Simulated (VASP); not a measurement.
Here is a VASP 6.6.1 calculation.

Contents of INCAR:

```
SYSTEM = Rh
  ALGO = Normal
  EDIFF = 1E-6
  EDIFFG = -0.005
  ENCUT = 600
  GGA = PE
  IBRION = 2
  ISIF = 3
  ISMEAR = -1
  LASPH = .True.
  LCHARG = .False.
  LREAL = .False.
  LWAVE = .False.
  NELM = 60
  NSW = 60
  PREC = Accurate
  PSTRESS = 5200.0
  SIGMA = 0.05
```

Contents of KPOINTS:

```
k-points
0
Gamma
  20 20 20
  0 0 0
```

The input POSCAR:

```
Rh
1.0
    0.0000000000      1.6015714076      1.6015714076
    1.6015714076      0.0000000000      1.6015714076
    1.6015714076      1.6015714076      0.0000000000
Rh
1
Direct
    0.0000000000      0.0000000000      0.0000000000
```

Potentials or basis: VASP PAW PBE potentials, release 64 (Rh_pv).

Command:

```sh
$ cat potpaw_PBE.64/Rh_pv/POTCAR > POTCAR
$ mpirun -np 1 vasp_std > vasp.out
```

Q: What does it give for the space group after relaxing (to 0.05 Å)?

A: Fm-3m (No. 225).

Q: Predict the relaxed cell.

A: a = 2.265 Å, b = 2.265 Å, c = 2.265 Å, α = 60.00°, β = 60.00°, γ = 60.00°.

Q: What does it give for the relaxed volume?

A: 8.22 Å³/atom.

Step by step:
| step | energy change (eV) | largest force (eV/Å) | pressure (GPa) | volume (Å³) |
| --- | --- | --- | --- | --- |
| 1 | 0.0000 | 0.0000 | 521.35 | 8.22 |
| 2 | -0.2628 | 0.0000 | 499.57 | 8.30 |
| 3 | -0.0160 | 0.0000 | 519.93 | 8.22 |

Caveat: the cell is relaxed towards a set pressure, so the enthalpy falls and the energy may rise.
